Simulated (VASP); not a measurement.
# Cu2O (Pn-3m) in VASP: settings compared

The runs below take Cu2O through electric field gradients, with LDA, r2SCAN, PBE+U.

All numbers are computed with VASP 6.6.1; they aren't measurements. Logs are shortened: lines on timing, memory, paths and dates and some standing lists are left out, and cuts for length are marked.

### Step 1. The cell of the first run

Symmetry: Pn-3m, No. 224, cubic system. Conventional cell: a = 4.260 Å, b = 4.260 Å, c = 4.260 Å, α = 90.00°, β = 90.00°, γ = 90.00°. Cu (site symmetry -3m) has 2 O at 1.84 Å within 2.4 Å. Within 2.4 Å of O (site symmetry -43m) lie 4 Cu at 1.84 Å.

### Step 2. Electric field gradients, LDA

File INCAR:

```
PREC = Accurate
ENCUT = 520
EDIFF = 1E-8
ISMEAR = -1
SIGMA = 0.02
LREAL = False
LASPH = True
NELM = 120
ALGO = Normal
ISIF = 2
LWAVE = False
LCHARG = False
GGA = CA
LEFG = True
NBANDS = 37
GGA_COMPAT = False
```

File KPOINTS:

```
Automatic mesh
0
Gamma
  7 7 7
```

File POSCAR:

```
Cu2O
1.0
    4.2600000000      0.0000000000      0.0000000000
    0.0000000000      4.2600000000      0.0000000000
    0.0000000000      0.0000000000      4.2600000000
Cu O
4 2
Direct
    0.2500000000      0.2500000000      0.2500000000
    0.2500000000      0.7500000000      0.7500000000
    0.7500000000      0.7500000000      0.2500000000
    0.7500000000      0.2500000000      0.7500000000
    0.0000000000      0.0000000000      0.0000000000
    0.5000000000      0.5000000000      0.5000000000
```

Potentials or basis: VASP PAW LDA potentials, release 64 (Cu, O).

Started as:

```sh
cat potpaw_LDA.64/Cu/POTCAR potpaw_LDA.64/O/POTCAR > POTCAR
mpirun -np 1 vasp_std > vasp.out
```

OUTCAR:

```text
PREC = Accurate
   ENCUT = 520
   EDIFF = 1E-8
   ISMEAR = -1
   LREAL = False
   LASPH = True
   NELM = 120
   ISIF = 2
   GGA = CA

 ion  position               nearest neighbor table
   1  0.250  0.250  0.250-   5 1.84   6 1.84
   2  0.250  0.750  0.750-   5 1.84   6 1.84
   3  0.750  0.750  0.250-   5 1.84   6 1.84
   4  0.750  0.250  0.750-   5 1.84   6 1.84
   5  0.000  0.000  0.000-   1 1.84   2 1.84   3 1.84   4 1.84
   6  0.500  0.500  0.500-   1 1.84   2 1.84   3 1.84   4 1.84

  LATTYP: Found a simple cubic cell.
 ALAT       =     4.2600000000

  Lattice vectors:

 A1 = (   4.2600000000,   0.0000000000,   0.0000000000)
 A2 = (   0.0000000000,   4.2600000000,   0.0000000000)
 A3 = (   0.0000000000,   0.0000000000,   4.2600000000)

Analysis of symmetry for initial positions (statically):
=====================================================================
 Subroutine PRICEL returns:
 Original cell was already a primitive cell.

 Routine SETGRP: Setting up the symmetry group for a
 simple cubic supercell.

 Subroutine GETGRP returns: Found 48 space group operations
 (whereof 24 operations were pure point group operations)
 out of a pool of 48 trial point group operations.

The static configuration has the point symmetry T_d .
 The point group associated with its full space group is O_h .

Analysis of symmetry for dynamics (positions and initial velocities):
=====================================================================
 Subroutine PRICEL returns:
 Original cell was already a primitive cell.

 Routine SETGRP: Setting up the symmetry group for a
 simple cubic supercell.

 Subroutine GETGRP returns: Found 48 space group operations
 (whereof 24 operations were pure point group operations)
 out of a pool of 48 trial point group operations.

The dynamic configuration has the point symmetry T_d .
 The point group associated with its full space group is O_h .

 Subroutine INISYM returns: Found 48 space group operations
 (whereof 24 operations are pure point group operations),
 and found     1 'primitive' translations

[... 148 lines left out ...]
 cond. band min:       4.9849267539   @ k =   0.0000   0.0000   0.0000
 fundamental gap:      0.5454909217
 Fermi energy:         4.7260686465

 k-point     1 :       0.0000    0.0000    0.0000
  band No.  band energies     occupation
      1     -15.3922      2.00000
      2     -14.6082      2.00000
      3      -2.8448      2.00000
      4      -2.8448      2.00000
      5      -2.8448      2.00000
      6      -0.4245      2.00000
[... 789 lines left out ...]
     36      12.5415      0.00000
     37      17.9056      0.00000

------------------------ aborting loop because EDIFF is reached ----------------------------------------

  FORCE on cell =-STRESS in cart. coord.  units (eV):
  Direction    XX          YY          ZZ          XY          YZ          ZX
  --------------------------------------------------------------------------------------
  -------------------------------------------------------------------------------------
  Total       -3.5769860     -3.5769860     -3.5769860      0.0000000      0.0000000      0.0000000
  in kB      -74.1308579    -74.1308579    -74.1308579      0.0000000      0.0000000      0.0000000
  external PRESSURE =     -74.1308579 kB  Pullay stress =       0.0000000 kB

 VOLUME and BASIS-vectors are now :
 -----------------------------------------------------------------------------
  energy-cutoff  :      520.00
  volume of cell :       77.31
      direct lattice vectors                 reciprocal lattice vectors
     4.260000000  0.000000000  0.000000000     0.234741784  0.000000000  0.000000000
     0.000000000  4.260000000  0.000000000     0.000000000  0.234741784  0.000000000
     0.000000000  0.000000000  4.260000000     0.000000000  0.000000000  0.234741784

 POSITION                                       TOTAL-FORCE (eV/Angst)
 -----------------------------------------------------------------------------------
      1.06500      1.06500      1.06500         0.000000      0.000000     -0.000000
      1.06500      3.19500      3.19500        -0.000000     -0.000000     -0.000000
      3.19500      3.19500      1.06500         0.000000     -0.000000     -0.000000
      3.19500      1.06500      3.19500        -0.000000     -0.000000      0.000000
      0.00000      0.00000      0.00000        -0.000000      0.000000     -0.000000
      2.13000      2.13000      2.13000        -0.000000      0.000000      0.000000
 -----------------------------------------------------------------------------------
    total drift:                               -0.000000      0.000000      0.000000

  FREE ENERGIE OF THE ION-ELECTRON SYSTEM (eV)
  ---------------------------------------------------
  free  energy   TOTEN  =       -32.4946569429 eV

  energy  without entropy=      -32.4946569345  energy(sigma->0) =      -32.49465694

 Electric field gradients (V/A^2)
---------------------------------------------------------------------
 ion       V_xx      V_yy      V_zz      V_xy      V_xz      V_yz
---------------------------------------------------------------------
   1       0.000    -0.000    -0.000   -37.549   -37.549   -37.549
   2       0.000    -0.000     0.000    37.549    37.549   -37.549
   3       0.000     0.000    -0.000   -37.549    37.549    37.549
   4       0.000     0.000    -0.000    37.549   -37.549    37.549
   5      -0.000     0.000    -0.000     0.000     0.000    -0.000
   6      -0.000     0.000    -0.000     0.000     0.000     0.000
---------------------------------------------------------------------

 Electric field gradients after diagonalization (V/A^2)
 (convention: |V_zz| > |V_xx| > |V_yy|)
----------------------------------------------------------------------
 ion       V_xx      V_yy      V_zz     asymmetry (V_yy - V_xx)/ V_zz
----------------------------------------------------------------------
   1      37.549    37.549   -75.098       0.000
   2      37.549    37.549   -75.098       0.000
   3      37.549    37.549   -75.098       0.000
   4      37.549    37.549   -75.098       0.000
   5      -0.000     0.000    -0.000      -0.444
   6      -0.000     0.000    -0.000      -0.261
----------------------------------------------------------------------

           NMR quadrupolar parameters

 Cq : quadrupolar parameter    Cq=e*Q*V_zz/h
 eta: asymmetry parameters     (V_yy - V_xx)/ V_zz
 Q  : nuclear electric quadrupole moment in mb (millibarn)
----------------------------------------------------------------------
 ion       Cq(MHz)       eta       Q (mb)
----------------------------------------------------------------------
   1      -0.182       0.000       1.000
   2      -0.182       0.000       1.000
   3      -0.182       0.000       1.000
   4      -0.182       0.000       1.000
   5      -0.000      -0.444       1.000
   6      -0.000      -0.261       1.000
----------------------------------------------------------------------
```

Wall time 28 s (1 thread of Intel Xeon 6975P-C (Granite Rapids), shared host); peak memory 0.17 GiB.

Results:

- Free energy: -32.4947 eV
- Pressure: -7.4 GPa
- Band gap on the k mesh: 0.55 eV, direct

Electric field gradients, principal values (V/Å²):
```tsv
atom	least	middle	greatest (by size)
1 Cu	37.549	37.549	-75.098
2 Cu	37.549	37.549	-75.098
3 Cu	37.549	37.549	-75.098
4 Cu	37.549	37.549	-75.098
5 O	0.000	0.000	0.000
6 O	0.000	0.000	0.000
```

Caveat: without QUAD_EFG the Cq values of the log hold for a quadrupole moment of 1 mb, not for the nuclei.

### Step 3. Electric field gradients, r2SCAN

POSCAR is that of step 2.

File INCAR.step1:

```
SYSTEM = Cu2O
ALGO = Normal
EDIFF = 1E-5
ENCUT = 580
GGA = PE
GGA_COMPAT = .False.
ISMEAR = -1
LASPH = .True.
LCHARG = .False.
LREAL = .False.
LWAVE = .True.
NBANDS = 37
NELM = 120
PREC = Accurate
SIGMA = 0.02
```

File INCAR.step2:

```
SYSTEM = Cu2O
ALGO = Normal
EDIFF = 1E-8
ENCUT = 580
GGA_COMPAT = .False.
ISIF = 2
ISMEAR = -1
ISTART = 1
LASPH = .True.
LCHARG = .False.
LEFG = .True.
LMIXTAU = .True.
LREAL = .False.
LWAVE = .False.
METAGGA = R2SCAN
NBANDS = 37
NELM = 120
PREC = Accurate
SIGMA = 0.02
```

File KPOINTS:

```
k-points
0
Gamma
  7 7 7
  0 0 0
```

Potentials or basis: VASP PAW PBE potentials, release 64 (Cu, O).

Started as:

```sh
cat potpaw_PBE.64/Cu/POTCAR potpaw_PBE.64/O/POTCAR > POTCAR
cp INCAR.step1 INCAR
mpirun -np 1 vasp_std > vasp.out
cp INCAR.step2 INCAR
mpirun -np 1 vasp_std > vasp.out
```

OUTCAR:

```text
SYSTEM = Cu2O
   EDIFF = 1E-8
   ENCUT = 580
   ISIF = 2
   ISMEAR = -1
   ISTART = 1
   LASPH = .True.
   LREAL = .False.
   METAGGA = R2SCAN
   NELM = 120
   PREC = Accurate

 ion  position               nearest neighbor table
   1  0.250  0.250  0.250-   5 1.84   6 1.84
   2  0.250  0.750  0.750-   5 1.84   6 1.84
   3  0.750  0.750  0.250-   5 1.84   6 1.84
   4  0.750  0.250  0.750-   5 1.84   6 1.84
   5  0.000  0.000  0.000-   1 1.84   2 1.84   3 1.84   4 1.84
   6  0.500  0.500  0.500-   1 1.84   2 1.84   3 1.84   4 1.84

  LATTYP: Found a simple cubic cell.
 ALAT       =     4.2600000000

  Lattice vectors:

 A1 = (   4.2600000000,   0.0000000000,   0.0000000000)
 A2 = (   0.0000000000,   4.2600000000,   0.0000000000)
 A3 = (   0.0000000000,   0.0000000000,   4.2600000000)

Analysis of symmetry for initial positions (statically):
=====================================================================
 Subroutine PRICEL returns:
 Original cell was already a primitive cell.

 Routine SETGRP: Setting up the symmetry group for a
 simple cubic supercell.

 Subroutine GETGRP returns: Found 48 space group operations
 (whereof 24 operations were pure point group operations)
 out of a pool of 48 trial point group operations.

The static configuration has the point symmetry T_d .
 The point group associated with its full space group is O_h .

Analysis of symmetry for dynamics (positions and initial velocities):
=====================================================================
 Subroutine PRICEL returns:
[... 974 lines left out ...]
  Total       -0.1507823     -0.1507823     -0.1507823      0.0000000     -0.0000000      0.0000000
  in kB       -3.1248723     -3.1248723     -3.1248723      0.0000000     -0.0000000      0.0000000
  external PRESSURE =      -3.1248723 kB  Pullay stress =       0.0000000 kB

 VOLUME and BASIS-vectors are now :
 -----------------------------------------------------------------------------
  energy-cutoff  :      580.00
  volume of cell :       77.31
      direct lattice vectors                 reciprocal lattice vectors
     4.260000000  0.000000000  0.000000000     0.234741784  0.000000000  0.000000000
     0.000000000  4.260000000  0.000000000     0.000000000  0.234741784  0.000000000
     0.000000000  0.000000000  4.260000000     0.000000000  0.000000000  0.234741784

 POSITION                                       TOTAL-FORCE (eV/Angst)
 -----------------------------------------------------------------------------------
      1.06500      1.06500      1.06500        -0.000000     -0.000000      0.000000
      1.06500      3.19500      3.19500         0.000000      0.000000     -0.000000
      3.19500      3.19500      1.06500        -0.000000      0.000000     -0.000000
      3.19500      1.06500      3.19500         0.000000     -0.000000      0.000000
      0.00000      0.00000      0.00000         0.000000     -0.000000      0.000000
      2.13000      2.13000      2.13000         0.000000     -0.000000      0.000000
 -----------------------------------------------------------------------------------
    total drift:                                0.000000      0.000000      0.000000

  FREE ENERGIE OF THE ION-ELECTRON SYSTEM (eV)
  ---------------------------------------------------
  free  energy   TOTEN  =       -58.2144776347 eV

  energy  without entropy=      -58.2144776347  energy(sigma->0) =      -58.21447763

 Electric field gradients (V/A^2)
---------------------------------------------------------------------
 ion       V_xx      V_yy      V_zz      V_xy      V_xz      V_yz
---------------------------------------------------------------------
   1       0.000    -0.000    -0.000   -33.090   -33.090   -33.090
   2       0.000    -0.000    -0.000    33.090    33.090   -33.090
   3       0.000     0.000    -0.000   -33.090    33.090    33.090
   4       0.000     0.000    -0.000    33.090   -33.090    33.090
   5       0.000     0.000     0.000    -0.000     0.000    -0.000
   6       0.000     0.000     0.000     0.000     0.000     0.000
---------------------------------------------------------------------

 Electric field gradients after diagonalization (V/A^2)
 (convention: |V_zz| > |V_xx| > |V_yy|)
----------------------------------------------------------------------
 ion       V_xx      V_yy      V_zz     asymmetry (V_yy - V_xx)/ V_zz
----------------------------------------------------------------------
   1      33.090    33.090   -66.181       0.000
   2      33.090    33.090   -66.181       0.000
   3      33.090    33.090   -66.181       0.000
   4      33.090    33.090   -66.181       0.000
   5       0.000     0.000     0.000      -0.105
   6       0.000     0.000     0.000      -0.245
----------------------------------------------------------------------

           NMR quadrupolar parameters

 Cq : quadrupolar parameter    Cq=e*Q*V_zz/h
 eta: asymmetry parameters     (V_yy - V_xx)/ V_zz
 Q  : nuclear electric quadrupole moment in mb (millibarn)
----------------------------------------------------------------------
 ion       Cq(MHz)       eta       Q (mb)
----------------------------------------------------------------------
   1      -0.160       0.000       1.000
   2      -0.160       0.000       1.000
   3      -0.160       0.000       1.000
   4      -0.160       0.000       1.000
   5       0.000      -0.105       1.000
   6       0.000      -0.245       1.000
----------------------------------------------------------------------
```

OUTCAR.step1:

```text
SYSTEM = Cu2O
   EDIFF = 1E-5
   ENCUT = 580
   GGA = PE
   ISMEAR = -1
   LASPH = .True.
   LREAL = .False.
   NELM = 120
[... 1029 lines left out ...]
      3.19500      1.06500      3.19500         0.000000     -0.000000      0.000000
      0.00000      0.00000      0.00000        -0.000000      0.000000      0.000000
      2.13000      2.13000      2.13000        -0.000000      0.000000      0.000000
 -----------------------------------------------------------------------------------
    total drift:                                0.000000      0.000000      0.000000

  FREE ENERGIE OF THE ION-ELECTRON SYSTEM (eV)
  ---------------------------------------------------
  free  energy   TOTEN  =       -27.2579976557 eV

  energy  without entropy=      -27.2579976458  energy(sigma->0) =      -27.25799765
```

Run time: 2.6 min. Hardware: 1 thread of Intel Xeon 6975P-C (Granite Rapids), shared host; peak memory 0.23 GiB.

Results:

| Quantity | Value |
| --- | --- |
| Free energy | -58.2145 eV |
| Pressure | -0.3 GPa |
| Band gap on the k mesh | 0.77 eV, direct |

Levels at points of the mesh, in eV from the valence-band top:
```tsv
k point	band 26	band 27	band 28	band 29	band 30	band 31
(0.00, 0.00, 0.00)	0.00	0.00	0.00	0.77	1.51	1.51
```

Electric field gradients, principal values (V/Å²):
```
atom   least  middle  greatest (by size)
1 Cu  33.090  33.090             -66.181
2 Cu  33.090  33.090             -66.181
3 Cu  33.090  33.090             -66.181
4 Cu  33.090  33.090             -66.181
 5 O   0.000   0.000               0.000
 6 O   0.000   0.000               0.000
```

Caveat: without QUAD_EFG the Cq values of the log hold for a quadrupole moment of 1 mb, not for the nuclei; the PAW data sets were made with another functional, which shifts forces and pressure a little.

[end of part 1 of 2]
